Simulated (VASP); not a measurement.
The system is F.

```
CELL_PARAMETERS angstrom
2.47285 -1.61043 0.00000
2.47285 1.61043 0.00000
0.00000 0.00000 6.54497
ATOMIC_POSITIONS crystal
F 0.90542 0.09458 0.09639
F 0.59458 0.40542 0.59639
F 0.40542 0.59458 0.40361
F 0.09458 0.90542 0.90361
```

Base run:

```yaml
Program: VASP 6.6.1
Functional: r2SCAN
Potentials_or_basis: VASP PAW PBE potentials, release 64 (F)
Cutoff: 660 eV
k_mesh: 10 × 10 × 4
Occupations: gaussian, width 0.01 eV
Spin: no spin polarisation
```

Its results: band gap on the k mesh 3.71 eV; pressure 1.5 GPa; largest force 0.508 eV/Å.

Question: The run is repeated on the same cell with these changes: functional from r2SCAN to PBE; cutoff from 660 eV to 600 eV; k mesh from 10 × 10 × 4 to 6 × 6 × 2. What comes out?

Answer: Band gap on the k mesh 2.87 eV; pressure 5.1 GPa; largest force 0.986 eV/Å.

Several settings changed at once.

Caveats: some runs use coarse meshes; the PAW data sets were made with another functional, which shifts forces and pressure a little (at least some runs); this functional lacks dispersion, which holds the molecules together, so the pressure and a relaxed volume are unreliable (at least some runs).

A k mesh can miss the band edges.
